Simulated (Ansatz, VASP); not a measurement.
# One calculation of HfRu3, two programs

Contents of INCAR:

```
ALGO     = Normal         # electronic algorithm
EDIFF    = 1E-7           # SCF threshold, eV
ENCUT    = 520            # plane-wave cutoff, eV
GGA      = PS             # functional
ISIF     = 2              # what is computed and relaxed
ISMEAR   = 0              # smearing method
LASPH    = T              # aspherical terms in the spheres
LCHARG   = F              # write CHGCAR
LREAL    = F              # projectors in reciprocal space
LWAVE    = F              # write WAVECAR
NBANDS   = 34             # bands
NELM     = 100            # most SCF steps
PREC     = Accurate       # precision mode
SIGMA    = 0.05           # smearing width, eV
```

Contents of KPOINTS:

```
k-points
0
Gamma
  8 8 8
```

The input POSCAR:

```
HfRu3
1.0
    3.8767756516      0.0000000000      0.0000000000
    0.0000000000      3.8767756516      0.0000000000
    0.0000000000      0.0000000000      3.8767756516
Hf Ru
1 3
Direct
    0.0000000000      0.0000000000      0.0000000000
    0.0000000000      0.5000000000      0.5000000000
    0.5000000000      0.5000000000      0.0000000000
    0.5000000000      0.0000000000      0.5000000000
```

Input for Ansatz:

```yaml
crystal:
  lattice:
    - [3.8767756516, 0.0, 0.0]
    - [0.0, 3.8767756516, 0.0]
    - [0.0, 0.0, 3.8767756516]
  atoms:
    - { symbol: Hf, position: [0.0, 0.0, 0.0] }
    - { symbol: Ru, position: [0.0, 0.5, 0.5] }
    - { symbol: Ru, position: [0.5, 0.5, 0.0] }
    - { symbol: Ru, position: [0.5, 0.0, 0.5] }
basis:
  ecutwfc: 420
  ecutrho_ratio: 4
kpoints:
  mp_grid: { grid: [8, 8, 8] }
hamiltonian:
  xc: pbesol
scf:
  occupations: { method: gaussian, width: 0.05 }
output:
  forces: true
  stress: true
  eigenvalues: true
```

Alike in both runs: task single point; functional PBEsol; k mesh 8 × 8 × 8; occupations gaussian, width 0.05 eV; no spin polarisation.

```csv
,VASP,Ansatz
version,VASP 6.6.1,Ansatz 0.2.0
potentials or method,"VASP PAW PBE potentials, release 64 (Hf_pv, Ru_pv), cutoff 520 eV","scalar-relativistic, plane waves, PAW"
valence electrons in the cell,52,74
```

|  | VASP | Ansatz | Ansatz less VASP |
| --- | --- | --- | --- |
| pressure (GPa) | 4.5 | 5.4 | +0.89 |

VASP's potentials were made for PBE, not for PBEsol. With one functional, cell and mesh, what is left measures potentials, basis and numerics. VASP's potentials hold 52 valence electrons a cell and Ansatz's 74, so a difference there can come from the potentials and not from the codes.

Spin-orbit coupling is off throughout.
